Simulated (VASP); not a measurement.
Set up this calculation in VASP 6.6.1, as the native input.

```yaml
Task: single point
Functional: r2SCAN
Potentials_or_basis: VASP PAW PBE potentials, release 64 (Ti_sv, N)
Cutoff: 520 eV
k_mesh: 8 × 8 × 8
Occupations: gaussian, width 0.1 eV
Spin: no spin polarisation
Dipole_correction: no
Further_INCAR_settings: ALGO = Normal; EDIFF = 1e-06; NBANDS = 16
```

Crystal: TiN.

```
CELL_PARAMETERS angstrom
0.00000 2.11620 2.11620
2.11620 0.00000 2.11620
2.11620 2.11620 0.00000
ATOMIC_POSITIONS crystal
Ti 0.00000 0.00000 0.00000
N 0.50000 0.50000 0.50000
```

These files were run (other wordings do the same):

POSCAR

```
TiN
1.0
    0.0000000000      2.1162032515      2.1162032515
    2.1162032515      0.0000000000      2.1162032515
    2.1162032515      2.1162032515      0.0000000000
Ti N
1 1
Direct
    0.0000000000      0.0000000000      0.0000000000
    0.5000000000      0.5000000000      0.5000000000
```

INCAR.step1

```
SYSTEM = TiN
PREC = Accurate
ENCUT = 520
ISMEAR = 0
SIGMA = 0.1
LREAL = .False.
LASPH = .True.
NELM = 100
NBANDS = 16
GGA = PE
ALGO = Normal
EDIFF = 1E-4
LWAVE = .True.
LCHARG = .False.
```

INCAR.step2

```
SYSTEM = TiN
PREC = Accurate
ENCUT = 520
EDIFF = 1E-6
ISMEAR = 0
SIGMA = 0.1
LREAL = .False.
LASPH = .True.
NELM = 100
ALGO = Normal
ISIF = 2
LWAVE = .False.
LCHARG = .False.
METAGGA = R2SCAN
LMIXTAU = .True.
NBANDS = 16
ISTART = 1
```

KPOINTS

```
Automatic mesh
0
Gamma
  8 8 8
  0 0 0
```

Potentials or basis: VASP PAW PBE potentials, release 64 (Ti_sv, N).

The run is started by

```bash
$ cat potpaw_PBE.64/Ti_sv/POTCAR potpaw_PBE.64/N/POTCAR > POTCAR
$ cp INCAR.step1 INCAR
$ mpirun -np 1 vasp_std > vasp.out
$ cp INCAR.step2 INCAR
$ mpirun -np 1 vasp_std > vasp.out
```

Results of the run:

| Item | Value |
| --- | --- |
| Pressure | 1.8 GPa |

Caveat: the PAW data sets were made with another functional, which shifts forces and pressure a little.

It took 17 s on 1 thread of Intel(R) Xeon(R) 6975P-C (Granite Rapids) (shared host), peak memory 0.14 GiB.
